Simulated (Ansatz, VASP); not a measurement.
Two plane-wave programs on Ca

The input INCAR:

```
SYSTEM = Ca
PREC = Accurate
ENCUT = 520
EDIFF = 1E-7
ISMEAR = -1
SIGMA = 0.05
LREAL = .False.
LASPH = .True.
NELM = 60
ALGO = Normal
ISIF = 2
LWAVE = .False.
LCHARG = .False.
GGA = PE
NBANDS = 11
```

File KPOINTS:

```
Automatic mesh
0
Gamma
  7 7 7
  0 0 0
```

Contents of POSCAR:

```
Ca
1.0
    0.0000000000      2.6824320000      2.7942000000
    2.6824320000      0.0000000000      2.7942000000
    2.6824320000      2.6824320000      0.0000000000
Ca
1
Direct
    0.0000000000      0.0000000000      0.0000000000
```

input.yaml

```yaml
crystal:
  lattice:
    - [0.0, 2.682432, 2.7942]
    - [2.682432, 0.0, 2.7942]
    - [2.682432, 2.682432, 0.0]
  atoms:
    - { symbol: Ca, position: [0.0, 0.0, 0.0] }
hamiltonian:
  xc: pbe
  pseudopotentials: { kind: paw }
kpoints:
  mp_grid: { grid: [7, 7, 7] }
scf:
  occupations: { method: fermi_dirac, width: 0.05 }
output:
  forces: true
  stress: true
  eigenvalues: true
```

Alike in both runs: task single point; functional PBE; k mesh 7 × 7 × 7; occupations fermi-dirac, width 0.05 eV; no spin polarisation.

```csv
,VASP,Ansatz
version,VASP 6.6.1,Ansatz 0.2.0
potentials or method,"VASP PAW PBE potentials, release 64 (Ca_sv)",Ansatz PAW
plane-wave cutoff (eV),520,420
valence electrons in the cell,10,10
```

Ansatz gave:

- gap on the k mesh at the Fermi level (eV): none
- pressure (GPa): 0.9
- traceless stress, the component that is largest in VASP (GPa): -0.35

Task: Estimate VASP's values.

Result: gap on the k mesh at the Fermi level (eV): none; pressure (GPa): 1.0; traceless stress, the component that is largest in VASP (GPa): -0.35.

A gap of «none» marks a metal or a gap that the smearing closes.
